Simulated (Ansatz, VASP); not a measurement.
## Two plane-wave programs on FeBrO

```
Fe Br O
1.0
     3.57101    0.00000    0.00000
     0.00000    3.57101    0.00000
     0.00000    0.00000    6.85504
Fe Br O
2 2 2
Direct
  0.00000 0.50000 0.17890
  0.50000 0.00000 0.82110
  0.00000 0.50000 0.61830
  0.50000 0.00000 0.38170
  0.00000 0.00000 0.00000
  0.50000 0.50000 0.00000
```

Alike in both runs: task single point; functional r2SCAN; k mesh 9 × 9 × 5; no spin polarisation.

|  | VASP | Ansatz |
| --- | --- | --- |
| version | VASP 6.6.1 | Ansatz 0.2.0 |
| potentials or method | VASP PAW PBE potentials, release 64 (Fe, Br, O), cutoff 520 eV | PAW plane waves |
| occupations | fermi-dirac, width 0.1 eV | fermi-dirac |
| valence electrons in the cell | 42 | 58 |

Ansatz gave:

```
pressure (GPa)                                                : -13.2
traceless stress, the component that is largest in VASP (GPa) : 1.44
rms of the force components (eV/Å)                            : 1.557
```

Problem. Estimate VASP's values.

Solution. Pressure (GPa): -13.2; traceless stress, the component that is largest in VASP (GPa): 1.40; rms of the force components (eV/Å): 1.534.

VASP's potentials were made for PBE, not for r2SCAN. Atom by atom the forces differ by 0.024 eV/Å (rms over components). VASP's potentials hold 42 valence electrons a cell and Ansatz's 58, so a difference there can come from the potentials and not from the codes.
